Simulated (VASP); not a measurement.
# P in VASP: a series of runs

Runs on P. Level: PBE+D3(BJ). Tasks: single point.

Program: VASP 6.6.1. These are calculated values, not measurements. Logs are shortened: lines on timing, memory, paths and dates and some standing lists are left out, and cuts for length are marked.

## Step 1: The cell of the first run

The cell holds a sheet with vacuum, 4 atoms: a = 3.451 Å, b = 3.451 Å, c = 20.000 Å, α = 90.00°, β = 90.00°, γ = 120.00°.

## Step 2: Single point, PBE+D3(BJ)

Contents of INCAR:

```
SYSTEM = P
PREC = Accurate
ENCUT = 520
EDIFF = 1E-6
ISMEAR = 0
SIGMA = 0.1
LREAL = .False.
LASPH = .True.
NELM = 60
ALGO = Normal
ISIF = 2
LWAVE = .False.
LCHARG = .True.
LDIPOL = .True.
IDIPOL = 3
DIPOL = 0.5 0.5 0.500
GGA = PE
IVDW = 12
LELF = .True.
LVHAR = .True.
LVACPOTAV = .True.
NBANDS = 18
```

Contents of KPOINTS:

```
Automatic mesh
0
Gamma
  6 6 1
  0 0 0
```

Contents of POSCAR:

```
P
1.0
    3.4514500000      0.0000000000      0.0000000000
   -1.7257250000      2.9890440000      0.0000000000
    0.0000000000      0.0000000000     20.0000000000
P
4
Direct
    0.6666666700      0.3333333300      0.4212500000
    0.3333333300      0.6666666700      0.3645274600
    0.0000000000      0.0000000000      0.5787500000
    0.3333333300      0.6666666700      0.6354725400
```

Potentials or basis: VASP PAW PBE potentials, release 64 (P).

The run is started by

```console
$ cat potpaw_PBE.64/P/POTCAR > POTCAR
$ mpirun -np 1 vasp_std > vasp.out
```

OUTCAR:

```text
SYSTEM = P
   PREC = Accurate
   ENCUT = 520
   EDIFF = 1E-6
   ISMEAR = 0
   LREAL = .False.
   LASPH = .True.
   NELM = 60
   ISIF = 2
   GGA = PE
   IVDW = 12
 IVDW          = 12

 ion  position               nearest neighbor table
   1  0.667  0.333  0.421-   2 2.29   2 2.29   2 2.29
   2  0.333  0.667  0.365-   1 2.29   1 2.29   1 2.29
   3  0.000  0.000  0.579-   4 2.29   4 2.29   4 2.29
   4  0.333  0.667  0.635-   3 2.29   3 2.29   3 2.29

  LATTYP: Found a hexagonal cell.
 ALAT       =     3.4514500000
 C/A-ratio  =     5.7946660099

  Lattice vectors:

 A1 = (   3.4514500000,   0.0000000000,   0.0000000000)
 A2 = (  -1.7257250000,   2.9890440000,   0.0000000000)
 A3 = (   0.0000000000,   0.0000000000,  20.0000000000)

Analysis of symmetry for initial positions (statically):
=====================================================================
 Subroutine PRICEL returns:
 Original cell was already a primitive cell.

 Routine SETGRP: Setting up the symmetry group for a
 hexagonal supercell.

 Subroutine GETGRP returns: Found 12 space group operations
 (whereof  6 operations were pure point group operations)
 out of a pool of 24 trial point group operations.

The static configuration has the point symmetry C_3v.
 The point group associated with its full space group is D_3d.

Analysis of symmetry for dynamics (positions and initial velocities):
=====================================================================
 Subroutine PRICEL returns:
 Original cell was already a primitive cell.

 Routine SETGRP: Setting up the symmetry group for a
 hexagonal supercell.

 Subroutine GETGRP returns: Found 12 space group operations
 (whereof  6 operations were pure point group operations)
 out of a pool of 24 trial point group operations.

The dynamic configuration has the point symmetry C_3v.
 The point group associated with its full space group is D_3d.

 Subroutine INISYM returns: Found 12 space group operations
 (whereof  6 operations are pure point group operations),
 and found     1 'primitive' translations

----------------------------------------------------------------------------------------

                                     Primitive cell

  volume of cell :     206.3307

  direct lattice vectors                    reciprocal lattice vectors
     3.451450000  0.000000000  0.000000000     0.289733300  0.167277564  0.000000000
    -1.725725000  2.989044000  0.000000000     0.000000000  0.334555129  0.000000000
     0.000000000  0.000000000 20.000000000     0.000000000  0.000000000  0.050000000

  length of vectors
     3.451450000  3.451450537 20.000000000     0.334555181  0.334555129  0.050000000

  position of ions in fractional coordinates (direct lattice)
     0.666666670  0.333333330  0.421250000
     0.333333330  0.666666670  0.364527460
     0.000000000  0.000000000  0.578750000
     0.333333330  0.666666670  0.635472540

  ion indices of the primitive-cell ions
   primitive index   ion index
                 1           1
                 2           2
                 3           3
                 4           4

----------------------------------------------------------------------------------------

 KPOINTS: Automatic mesh

Automatic generation of k-mesh.
 Grid dimensions read from file:
 generate k-points for:    6    6    1

 Generating k-lattice:

  Cartesian coordinates                     Fractional coordinates (reciprocal lattice)
     0.048288883  0.027879594  0.000000000     0.166666667  0.000000000  0.000000000
     0.000000000  0.055759188  0.000000000     0.000000000  0.166666667  0.000000000
     0.000000000  0.000000000  0.050000000     0.000000000  0.000000000  1.000000000

  Length of vectors
     0.055759197  0.055759188  0.050000000

  Shift w.r.t. Gamma in fractional coordinates (k-lattice)
     0.000000000  0.000000000  0.000000000

 Subroutine IBZKPT returns following result:
 ===========================================

 Found      7 irreducible k-points:

 Following reciprocal coordinates:
            Coordinates               Weight
  0.000000  0.000000  0.000000      1.000000
  0.166667  0.000000  0.000000      6.000000
  0.333333  0.000000  0.000000      6.000000
  0.500000  0.000000  0.000000      3.000000
  0.166667  0.166667  0.000000      6.000000
  0.333333  0.166667  0.000000     12.000000
  0.333333  0.333333  0.000000      2.000000
   k-points           NKPTS =      7   k-points in BZ     NKDIM =      7   number of bands    NBANDS=     18
   number of dos      NEDOS =    301   number of ions     NIONS =      4
   total plane-waves  NPLWV = 117600
   dimension x,y,z NGX =    28 NGY =   28 NGZ =  150
   dimension x,y,z NGXF=    56 NGYF=   56 NGZF=  300
   ions per type =               4
   NGX,Y,Z   is equivalent  to a cutoff of  13.49, 13.49, 12.47 a.u.
   NGXF,Y,Z  is equivalent  to a cutoff of  26.97, 26.97, 24.94 a.u.
 SYSTEM =  P
   PREC   = accura    normal or accurate (medium, high low for compatibility)
   ISTART =      0    job   : 0-new  1-cont  2-samecut
   ICHARG =      2    charge: 1-file 2-atom 10-const
   ISPIN  =      1    spin polarized calculation?
   LNONCOLLINEAR =      F non collinear calculations
   LSORBIT =      F    spin-orbit coupling
   LASPH  =      T    aspherical Exc in radial PAW
   ENCUT  =  520.0 eV  38.22 Ry    6.18 a.u.   6.42  6.42 37.19*2*pi/ulx,y,z
   NELM   =     60;   NELMIN=  2; NELMDL= -5     # of ELM steps
   EDIFF  = 0.1E-05   stopping-criterion for ELM
   LREAL  =      F    real-space projection
   EDIFFG = 0.1E-04   stopping-criterion for IOM
   NSW    =      0    number of steps for IOM
   IBRION =     -1    ionic relax: 0-MD 1-quasi-New 2-CG
   NFREE  =      0    steps in history (QN), initial steepest desc. (CG)
   ISIF   =      2    stress and relaxation
   ISYM   =      2    0-nonsym 1-usesym 2-fastsym
   POTIM  = 0.5000    time-step for ionic-motion
   TEBEG  =    0.0;   TEEND  =   0.0 temperature during run
   PSTRESS=    0.0 pullay stress
   NELECT =      20.0000    total number of electrons
   NUPDOWN=      -1.0000    fix difference up-down
   EMIN   =  10.00;   EMAX   =-10.00  energy-range for DOS
   EFERMI =   0.00;   METHOD = LEGACY
   ISMEAR =     0;   SIGMA  =   0.10  broadening in eV -4-tet -1-fermi 0-gaus
   EFERMI_NEDOS =   21; number of points for ismear=-14 and -15
   IALGO  =     38    algorithm
   IMIX   =      4    mixing-type and parameters
     AMIX     =   0.40;   BMIX     =  1.00
     AMIX_MAG =   1.60;   BMIX_MAG =  1.00
  volume/ion in A,a.u.               =      51.58       348.10
  Fermi-wavevector in a.u.,A,eV,Ry     =   0.752021  1.421114  7.694587  0.565536
  Thomas-Fermi vector in A             =   1.849137
   LORBIT       =      0    0 simple, 1 ext, 2 COOP (PROOUT), +10 PAW based schemes
   GGA     = PE    functional components
   LHFCALC =     F    Hartree Fock is set to
   AEXX    =    0.0000 exact exchange contribution
   IVDW    =    12    specifies the selected vdW correction
   LEPSILON=     F    determine dielectric tensor
   LRPA    =     F    only Hartree local field effects (RPA)
 non-spin polarized calculation
 Gauss-broadening in eV      SIGMA  =   0.10
  energy-cutoff  :      520.00
  volume of cell :      206.33
 maximum number of plane-waves:      5603
 NGX is ok and might be reduce to    28
   NGX = 13   NGY = 13   NGZ = 75

 number of electron      20.0000001 magnetization

 dipolmoment           0.000000      0.000000      0.000000 electrons x Angstroem

 Free energy of the ion-electron system (eV)
  ---------------------------------------------------
  ext. energy  EPLUGINS =         0.00000000
  ---------------------------------------------------
  free energy    TOTEN  =       -21.10497530 eV

  energy without entropy =      -21.10302156  energy(sigma->0) =      -21.10399843

 E-fermi :  -0.6453     XC(G=0):  -4.4596

 val. band max:       -0.7347965702   @ k =   0.0000   0.0000   0.0000
 cond. band min:      -0.5056377925   @ k =   0.5000   0.0000   0.0000
 fundamental gap:      0.2291587777
 Fermi energy:        -0.6452510057

 k-point     1 :       0.0000    0.0000    0.0000
  band No.  band energies     occupation
      1     -15.6843      2.00000
      2     -15.5738      2.00000
      3      -8.2503      2.00000
      4      -7.3670      2.00000
      5      -2.9559      2.00000
      6      -2.9559      2.00000
[... 10 lines left out ...]
     17       3.7147      0.00000
     18       3.9962      0.00000

 k-point     2 :       0.1667    0.0000    0.0000
  band No.  band energies     occupation
      1     -15.2918      2.00000
      2     -15.1837      2.00000
      3      -8.1330      2.00000
      4      -7.4477      2.00000
      5      -5.0983      2.00000
      6      -4.8564      2.00000
[... 10 lines left out ...]
     17       4.1188      0.00000
     18       4.3312      0.00000

 k-point     3 :       0.3333    0.0000    0.0000
  band No.  band energies     occupation
      1     -14.1660      2.00000
      2     -14.0693      2.00000
      3      -9.3217      2.00000
      4      -9.1769      2.00000
      5      -5.9727      2.00000
      6      -5.2359      2.00000
[... 10 lines left out ...]
     17       5.2344      0.00000
     18       5.5347      0.00000

 k-point     4 :       0.5000    0.0000    0.0000
  band No.  band energies     occupation
      1     -12.9590      2.00000
      2     -12.9500      2.00000
      3     -10.9906      2.00000
      4     -10.8709      2.00000
      5      -5.0444      2.00000
      6      -4.7884      2.00000
[... 10 lines left out ...]
     17       5.0163      0.00000
     18       5.2688      0.00000

 k-point     5 :       0.1667    0.1667    0.0000
  band No.  band energies     occupation
      1     -14.5267      2.00000
      2     -14.4247      2.00000
      3      -8.6330      2.00000
      4      -8.4307      2.00000
      5      -5.9127      2.00000
      6      -5.2291      2.00000
[... 10 lines left out ...]
     17       4.1152      0.00000
     18       4.5565      0.00000

 k-point     6 :       0.3333    0.1667    0.0000
  band No.  band energies     occupation
      1     -13.1468      2.00000
      2     -13.0723      2.00000
      3     -10.4884      2.00000
      4     -10.4043      2.00000
      5      -6.2329      2.00000
      6      -6.0976      2.00000
[... 10 lines left out ...]
     17       5.4074      0.00000
     18       5.4992      0.00000

 k-point     7 :       0.3333    0.3333    0.0000
  band No.  band energies     occupation
      1     -11.7433      2.00000
      2     -11.7433      2.00000
      3     -11.7339      2.00000
      4     -11.7015      2.00000
      5      -7.1769      2.00000
      6      -7.1769      2.00000
[... 10 lines left out ...]
     17       5.8514      0.00000
     18       5.8515      0.00000

------------------------ aborting loop because EDIFF is reached ----------------------------------------

 Edisp (eV)   -0.98438

 E8    (eV) :    -0.3865

  FORCE on cell =-STRESS in cart. coord.  units (eV):
  Direction    XX          YY          ZZ          XY          YZ          ZX
  --------------------------------------------------------------------------------------
  -------------------------------------------------------------------------------------
  Total      -4.24643    -4.24643     1.19559     0.00000     0.00000    -0.00000
  in kB     -32.97394   -32.97396     9.28385     0.00000     0.00000    -0.00000
  external pressure =      -18.89 kB  Pullay stress =        0.00 kB

 VOLUME and BASIS-vectors are now :
 -----------------------------------------------------------------------------
  energy-cutoff  :      520.00
  volume of cell :      206.33
      direct lattice vectors                 reciprocal lattice vectors
     3.451450000  0.000000000  0.000000000     0.289733300  0.167277564  0.000000000
    -1.725725000  2.989044000  0.000000000     0.000000000  0.334555129  0.000000000
     0.000000000  0.000000000 20.000000000     0.000000000  0.000000000  0.050000000

 POSITION                                       TOTAL-FORCE (eV/Angst)
 -----------------------------------------------------------------------------------
      1.72573      0.99635      8.42500         0.000000     -0.000000      0.860296
     -0.00000      1.99270      7.29055        -0.000000     -0.000000     -0.724710
      0.00000      0.00000     11.57500        -0.000000     -0.000000     -0.860296
     -0.00000      1.99270     12.70945         0.000000      0.000000      0.724710
 -----------------------------------------------------------------------------------
    total drift:                                0.000004     -0.000002      0.000000

  FREE ENERGIE OF THE ION-ELECTRON SYSTEM (eV)
  ---------------------------------------------------
  free  energy   TOTEN  =       -22.0893515459 eV

  energy  without entropy=      -22.0873978067  energy(sigma->0) =      -22.08837468

 vacuum level on the upper side and lower side of the slab         4.289         4.289
```

Run time: 52 s. Hardware: 1 thread of Intel Xeon 8259CL, shared host; peak memory 0.32 GiB.

What came out:

```yaml
Free_energy: -22.0894 eV
Largest_force: 0.860 eV/Å
Band_gap_on_the_k_mesh: 0.23 eV (least direct gap 0.89 eV)
Dispersion_energy_per_atom: -0.246 eV
```

Forces in eV/Å, atoms in the order of the input:
```
P    0.000  0.000  0.860
P    0.000  0.000 -0.725
P    0.000  0.000 -0.860
P    0.000  0.000  0.725
```

[end of part 1 of 2]
